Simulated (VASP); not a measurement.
# Br (P6/mmm) in VASP: single point with PBE

Aim: the single point of Br with PBE.

Program: VASP 6.6.1. These are calculated values, not measurements. Logs are shortened: lines on timing, memory, paths and dates and some standing lists are left out, and cuts for length are marked.

## Step 1: The cell of the first run

It takes space group P6/mmm (No. 191, hexagonal). The conventional cell has a = 4.911 Å, b = 4.911 Å, c = 4.755 Å, α = 90.00°, β = 90.00°, γ = 120.00°. Br (site symmetry -6m2) has 3 Br at 2.84 Å within 3.7 Å.

## Step 2: Single point, PBE

File POSCAR:

```
Br
1.0
    4.9110491667      0.0000000000      0.0000000000
   -2.4555245833      4.2530933376      0.0000000000
    0.0000000000      0.0000000000      4.7545426421
Br
2
Direct
    0.6666666667      0.3333333333      0.0000000000
    0.3333333333      0.6666666667      0.0000000000
```

File INCAR.step1:

```
ALGO = Normal
EDIFF = 1E-6
ENCUT = 520
GGA = PE
ISIF = 2
ISMEAR = 0
LASPH = True
LCHARG = True
LREAL = False
LWAVE = False
NBANDS = 14
NELM = 60
PREC = Accurate
SIGMA = 0.1
```

File KPOINTS.step1:

```
k-points
0
Gamma
  12 12 12
```

File INCAR.step2:

```
ALGO = Normal
EDIFF = 1E-6
ENCUT = 520
GGA = PE
ICHARG = 11
ISIF = 2
ISMEAR = -5
LASPH = True
LCHARG = False
LORBIT = 10
LREAL = False
LWAVE = False
NBANDS = 14
NEDOS = 1001
NELM = 60
PREC = Accurate
SIGMA = 0.1
```

File KPOINTS.step2:

```
k-points
0
Gamma
  18 18 18
```

Potentials or basis: VASP PAW PBE potentials, release 64 (Br).

Run with:

```
> cat potpaw_PBE.64/Br/POTCAR > POTCAR
> cp INCAR.step1 INCAR
> cp KPOINTS.step1 KPOINTS
> mpirun -np 1 vasp_std > vasp.out
> cp INCAR.step2 INCAR
> cp KPOINTS.step2 KPOINTS
> mpirun -np 1 vasp_std > vasp.out
```

OUTCAR:

```text
EDIFF = 1E-6
   ENCUT = 520
   GGA = PE
   ICHARG = 11
   ISIF = 2
   ISMEAR = -5
   LASPH = True
   LORBIT = 10
   LREAL = False
   NELM = 60
   PREC = Accurate

 ion  position               nearest neighbor table
   1  0.667  0.333  0.000-
   2  0.333  0.667  0.000-

  LATTYP: Found a hexagonal cell.
 ALAT       =     4.9110491667
 C/A-ratio  =     0.9681317537

  Lattice vectors:

 A1 = (   4.9110491667,   0.0000000000,   0.0000000000)
 A2 = (  -2.4555245833,   4.2530933376,   0.0000000000)
 A3 = (   0.0000000000,   0.0000000000,   4.7545426421)

Analysis of symmetry for initial positions (statically):
=====================================================================
 Subroutine PRICEL returns:
 Original cell was already a primitive cell.

 Routine SETGRP: Setting up the symmetry group for a
 hexagonal supercell.

 Subroutine GETGRP returns: Found 24 space group operations
 (whereof 24 operations were pure point group operations)
 out of a pool of 24 trial point group operations.

The static configuration has the point symmetry D_6h.

Analysis of symmetry for dynamics (positions and initial velocities):
=====================================================================
 Subroutine PRICEL returns:
 Original cell was already a primitive cell.

 Routine SETGRP: Setting up the symmetry group for a
 hexagonal supercell.

 Subroutine GETGRP returns: Found 24 space group operations
 (whereof 24 operations were pure point group operations)
 out of a pool of 24 trial point group operations.

The dynamic configuration has the point symmetry D_6h.

 Subroutine INISYM returns: Found 24 space group operations
 (whereof 24 operations are pure point group operations),
 and found     1 'primitive' translations

----------------------------------------------------------------------------------------

                                     Primitive cell

  volume of cell :      99.3088

  direct lattice vectors                    reciprocal lattice vectors
     4.911049167  0.000000000  0.000000000     0.203622478  0.117561492  0.000000000
    -2.455524583  4.253093338  0.000000000     0.000000000  0.235122985  0.000000000
     0.000000000  0.000000000  4.754542642     0.000000000  0.000000000  0.210325172

  length of vectors
     4.911049167  4.911049167  4.754542642     0.235122985  0.235122985  0.210325172

  position of ions in fractional coordinates (direct lattice)
     0.666666667  0.333333333  0.000000000
     0.333333333  0.666666667  0.000000000

  ion indices of the primitive-cell ions
   primitive index   ion index
                 1           1
                 2           2

----------------------------------------------------------------------------------------

 KPOINTS: k-points

Automatic generation of k-mesh.
 Grid dimensions read from file:
 generate k-points for:   18   18   18

 Generating k-lattice:

  Cartesian coordinates                     Fractional coordinates (reciprocal lattice)
     0.011312360  0.006531194  0.000000000     0.055555556  0.000000000  0.000000000
     0.000000000  0.013062388  0.000000000     0.000000000  0.055555556  0.000000000
     0.000000000  0.000000000  0.011684732     0.000000000  0.000000000  0.055555556

  Length of vectors
     0.013062388  0.013062388  0.011684732

  Shift w.r.t. Gamma in fractional coordinates (k-lattice)
     0.000000000  0.000000000  0.000000000

 TETIRR: Found   5931 inequivalent tetrahedra from    34992

 Subroutine IBZKPT returns following result:
 ===========================================

 Found    370 irreducible k-points:

 Following reciprocal coordinates:
            Coordinates               Weight
  0.000000  0.000000  0.000000      1.000000
  0.055556 -0.000000  0.000000      6.000000
  0.111111 -0.000000  0.000000      6.000000
  0.166667  0.000000  0.000000      6.000000
  0.222222  0.000000  0.000000      6.000000
  0.277778  0.000000  0.000000      6.000000
[... 16 lines left out ...]
  0.333333  0.111111  0.000000     12.000000
  0.388889  0.111111  0.000000     12.000000
 [... further k-points ...]
   k-points           NKPTS =    370   k-points in BZ     NKDIM =    370   number of bands    NBANDS=     14
   number of dos      NEDOS =   1001   number of ions     NIONS =      2
   total plane-waves  NPLWV =  57600
   dimension x,y,z NGX =    40 NGY =   40 NGZ =   36
   dimension x,y,z NGXF=    80 NGYF=   80 NGZF=   72
   ions per type =               2
   NGX,Y,Z   is equivalent  to a cutoff of  13.54, 13.54, 12.59 a.u.
   NGXF,Y,Z  is equivalent  to a cutoff of  27.08, 27.08, 25.18 a.u.
 SYSTEM =  unknown system
   PREC   = accura    normal or accurate (medium, high low for compatibility)
   ISTART =      0    job   : 0-new  1-cont  2-samecut
   ICHARG =     11    charge: 1-file 2-atom 10-const
   ISPIN  =      1    spin polarized calculation?
   LNONCOLLINEAR =      F non collinear calculations
   LSORBIT =      F    spin-orbit coupling
   LASPH  =      T    aspherical Exc in radial PAW
   ENCUT  =  520.0 eV  38.22 Ry    6.18 a.u.   9.13  9.13  8.84*2*pi/ulx,y,z
   NELM   =     60;   NELMIN=  2; NELMDL=  0     # of ELM steps
   EDIFF  = 0.1E-05   stopping-criterion for ELM
   LREAL  =      F    real-space projection
   EDIFFG = 0.1E-04   stopping-criterion for IOM
   NSW    =      0    number of steps for IOM
   IBRION =     -1    ionic relax: 0-MD 1-quasi-New 2-CG
   NFREE  =      0    steps in history (QN), initial steepest desc. (CG)
   ISIF   =      2    stress and relaxation
   ISYM   =      2    0-nonsym 1-usesym 2-fastsym
   POTIM  = 0.5000    time-step for ionic-motion
   TEBEG  =    0.0;   TEEND  =   0.0 temperature during run
   PSTRESS=    0.0 pullay stress
   NELECT =      14.0000    total number of electrons
   NUPDOWN=      -1.0000    fix difference up-down
   EMIN   =  10.00;   EMAX   =-10.00  energy-range for DOS
   EFERMI =   0.00;   METHOD = LEGACY
   ISMEAR =    -5;   SIGMA  =   0.10  broadening in eV -4-tet -1-fermi 0-gaus
   EFERMI_NEDOS =   21; number of points for ismear=-14 and -15
   IALGO  =     38    algorithm
   IMIX   =      4    mixing-type and parameters
     AMIX     =   0.40;   BMIX     =  1.00
     AMIX_MAG =   1.60;   BMIX_MAG =  1.00
  volume/ion in A,a.u.               =      49.65       335.08
  Fermi-wavevector in a.u.,A,eV,Ry     =   0.852030  1.610103  9.877218  0.725955
  Thomas-Fermi vector in A             =   1.968255
   LORBIT       =     10    0 simple, 1 ext, 2 COOP (PROOUT), +10 PAW based schemes
   GGA     = PE    functional components
   LHFCALC =     F    Hartree Fock is set to
   AEXX    =    0.0000 exact exchange contribution
   IVDW    =     0    specifies the selected vdW correction
   LEPSILON=     F    determine dielectric tensor
   LRPA    =     F    only Hartree local field effects (RPA)
 non-spin polarized calculation
 Fermi weights with tetrahedron method with Bloechl corrections
  energy-cutoff  :      520.00
  volume of cell :       99.31
 maximum number of plane-waves:      2706
 NGX is ok and might be reduce to    40

 number of electron      13.9999999 magnetization

 Free energy of the ion-electron system (eV)
  ---------------------------------------------------
  ext. energy  EPLUGINS =         0.00000000
  ---------------------------------------------------
  free energy    TOTEN  =        -2.58530433 eV

  energy without entropy =       -2.58530433  energy(sigma->0) =       -2.58530433

 E-fermi :  -2.2959     XC(G=0):  -6.1486

 val. band max:       -2.2958320768   @ k =   0.0000   0.0000   0.3333
 cond. band min:      -2.3073113726   @ k =   0.0000   0.0000   0.2222
 fundamental gap:     -0.0114792958
 Fermi energy:        -2.2959229766

 k-point     1 :       0.0000    0.0000    0.0000
  band No.  band energies     occupation
      1     -17.3109      2.00000
      2     -14.9644      2.00000
      3      -5.7603      2.00000
      4      -5.7602      2.00000
      5      -4.4310      2.00000
      6      -2.3213      2.00000
      7      -2.3213      2.00000
      8      -2.2999      0.72725
      9       2.8315      0.00000
     10       6.0453      0.00000
     11       8.7442      0.00000
     12       8.7443      0.00000
     13       9.6267      0.00000
     14       9.6281      0.00000

 k-point     2 :       0.0556   -0.0000    0.0000
  band No.  band energies     occupation
      1     -17.2986      2.00000
      2     -14.9862      2.00000
      3      -5.7773      2.00000
      4      -5.7370      2.00000
      5      -4.4190      2.00000
      6      -2.3335      2.00000
      7      -2.3181      2.00000
      8      -2.2849     -0.02238
      9       2.8708      0.00000
     10       6.0938      0.00000
     11       8.7005      0.00000
     12       8.7370      0.00000
     13       9.4379      0.00000
     14       9.5788      0.00000

 k-point     3 :       0.1111   -0.0000    0.0000
  band No.  band energies     occupation
      1     -17.2622      2.00000
      2     -15.0501      2.00000
      3      -5.8247      2.00000
      4      -5.6705      2.00000
      5      -4.3834      2.00000
      6      -2.3714      2.00000
      7      -2.3653      2.00000
      8      -2.1808      0.00000
      9       2.9842      0.00000
     10       6.2291      0.00000
     11       8.5857      0.00000
     12       8.6949      0.00000
     13       8.9546      0.00000
     14       9.3493      0.00000

 k-point     4 :       0.1667    0.0000    0.0000
  band No.  band energies     occupation
      1     -17.2026      2.00000
      2     -15.1511      2.00000
      3      -5.8935      2.00000
      4      -5.5707      2.00000
      5      -4.3253      2.00000
      6      -2.4563      2.00000
      7      -2.4052      2.00000
      8      -2.0229      0.00000
      9       3.1603      0.00000
     10       6.4056      0.00000
     11       8.4098      0.00000
     12       8.4334      0.00000
     13       8.5791      0.00000
     14       8.9210      0.00000

 k-point     5 :       0.2222    0.0000    0.0000
  band No.  band energies     occupation
      1     -17.1216      2.00000
      2     -15.2816      2.00000
      3      -5.9723      2.00000
      4      -5.4526      2.00000
      5      -4.2467      2.00000
      6      -2.5673      2.00000
      7      -2.4386      2.00000
      8      -1.8304      0.00000
      9       3.3847      0.00000
     10       6.4838      0.00000
     11       8.0146      0.00000
[... 276 lines left out ...]
 k-point    22 :       0.2778    0.1111    0.0000
  band No.  band energies     occupation
      1     -16.8767      2.00000
      2     -15.6376      2.00000
      3      -6.2172      2.00000
      4      -5.0487      2.00000
      5      -4.0107      2.00000
      6      -2.8764      2.00000
      7      -2.6107      2.00000
      8      -1.2819      0.00000
      9       3.9878      0.00000
     10       5.7586      0.00000
     11       7.1464      0.00000
     12       7.4642      0.00000
     13       8.6701      0.00000
     14       8.7405      0.00000

 k-point    23 :       0.3333    0.1111    0.0000
  band No.  band energies     occupation
      1     -16.7611      2.00000
      2     -15.7885      2.00000
      3      -6.2800      2.00000
      4      -4.9341      2.00000
      5      -3.9002      2.00000
      6      -3.0103      2.00000
      7      -2.6318      2.00000
      8      -1.1124      0.00000
      9       4.2559      0.00000
     10       5.3998      0.00000
     11       6.7876      0.00000
     12       7.3135      0.00000
     13       8.6007      0.00000
     14       8.6067      0.00000

 k-point    24 :       0.3889    0.1111    0.0000
  band No.  band energies     occupation
      1     -16.6624      2.00000
      2     -15.9099      2.00000
      3      -6.3196      2.00000
      4      -4.8608      2.00000
      5      -3.8061      2.00000
      6      -3.1196      2.00000
      7      -2.6395      2.00000
      8      -1.0005      0.00000
      9       4.4919      0.00000
     10       5.1325      0.00000
     11       6.5232      0.00000
     12       7.2209      0.00000
     13       8.4679      0.00000
     14       8.5631      0.00000

 [... further k-points ...]

------------------------ aborting loop because EDIFF is reached ----------------------------------------

  FORCE on cell =-STRESS in cart. coord.  units (eV):
  Direction    XX          YY          ZZ          XY          YZ          ZX
  --------------------------------------------------------------------------------------
  -------------------------------------------------------------------------------------
  Total        0.0248744      0.0248744     -0.0188769      0.0000000     -0.0000000      0.0000000
  in kB        0.4013053      0.4013053     -0.3045470      0.0000000     -0.0000000      0.0000000
  external PRESSURE =       0.1660212 kB  Pullay stress =       0.0000000 kB

 VOLUME and BASIS-vectors are now :
 -----------------------------------------------------------------------------
  energy-cutoff  :      520.00
  volume of cell :       99.31
      direct lattice vectors                 reciprocal lattice vectors
     4.911049167  0.000000000  0.000000000     0.203622478  0.117561492  0.000000000
    -2.455524583  4.253093338  0.000000000     0.000000000  0.235122985  0.000000000
     0.000000000  0.000000000  4.754542642     0.000000000  0.000000000  0.210325172

 POSITION                                       TOTAL-FORCE (eV/Angst)
 -----------------------------------------------------------------------------------
      2.45552      1.41770      0.00000         0.000000      0.000000     -0.000000
     -0.00000      2.83540      0.00000        -0.000000     -0.000000      0.000000
 -----------------------------------------------------------------------------------
    total drift:                                0.000000     -0.000000     -0.000000

  FREE ENERGIE OF THE ION-ELECTRON SYSTEM (eV)
  ---------------------------------------------------
  free  energy   TOTEN  =        -2.5853043335 eV

  energy  without entropy=       -2.5853043335  energy(sigma->0) =       -2.58530433

 total charge

# of ion       s       p       d       tot
------------------------------------------
    1        1.652   3.021   0.019   4.692
    2        1.652   3.021   0.019   4.692
--------------------------------------------------
tot          3.304   6.041   0.039   9.384
```

Run time: 2.5 min. Hardware: 1 thread of Intel Xeon 6975P-C (Granite Rapids), shared host; peak memory 0.52 GiB.

What came out:

```
Valence electrons inside the program's atomic spheres : Br 4.69
```

Levels at points of the mesh, in eV from the Fermi level:
```csv
k point,band 4,band 5,band 6,band 7,band 8,band 9,band 10,band 11
"(0.00, 0.00, 0.00)",-3.46,-2.14,-0.03,-0.03,0.00,5.13,8.34,11.04
"(0.50, 0.00, 0.00)",-2.79,-1.51,-0.83,-0.10,1.17,6.99,7.23,8.96
"(0.00, 0.00, 0.50)",-3.44,-2.59,-0.21,0.01,0.01,7.60,7.96,9.58
"(0.50, 0.00, 0.50)",-2.74,-1.89,-1.14,-0.07,1.18,7.26,8.10,8.42
```

Caveat: this functional lacks dispersion, which binds layers or chains, so the pressure and a relaxed spacing across them are unreliable.
